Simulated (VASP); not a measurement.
A run of VASP 6.6.1 is set up as follows.

The input INCAR:

```
SYSTEM = SnO
PREC     = Accurate       ! precision mode
ENCUT    = 520            ! plane-wave cutoff, eV
EDIFF    = 1E-7           ! SCF threshold, eV
ISMEAR   = -1             ! smearing method
SIGMA    = 0.05           ! smearing width, eV
LREAL    = .FALSE.        ! projectors in reciprocal space
LASPH    = .TRUE.         ! aspherical terms in the spheres
NELM     = 100            ! most SCF steps
ALGO     = Normal         ! electronic algorithm
ISIF     = 2              ! what is computed and relaxed
LWAVE    = .FALSE.        ! write WAVECAR
LCHARG   = .FALSE.        ! write CHGCAR
GGA      = PE             ! functional
NBANDS   = 28             ! bands
```

The input KPOINTS:

```
regular mesh
0
G
  5 5 4
  0 0 0
```

Contents of POSCAR:

```
SnO
1.0
    3.7986000000      0.0000000000      0.0000000000
    0.0000000000      3.7986000000      0.0000000000
    0.0000000000      0.0000000000      4.8408000000
Sn O
2 2
Direct
    0.5000000000      0.0000000000      0.2369000000
    0.0000000000      0.5000000000      0.7631000000
    0.0000000000      0.0000000000      0.0000000000
    0.5000000000      0.5000000000      0.0000000000
```

Potentials or basis: VASP PAW PBE potentials, release 64 (Sn_d, O).

Command:

```bash
$ cat potpaw_PBE.64/Sn_d/POTCAR potpaw_PBE.64/O/POTCAR > POTCAR
$ mpirun -np 1 vasp_std > vasp.out
```

Question: What does it give for the pressure?

Answer: 5.1 GPa.

Question: Estimate the largest force.

Answer: 0.581 eV/Å.

Stress tensor (GPa, compression positive):
```
5.50 0.00 0.00
0.00 5.50 0.00
0.00 0.00 4.36
```
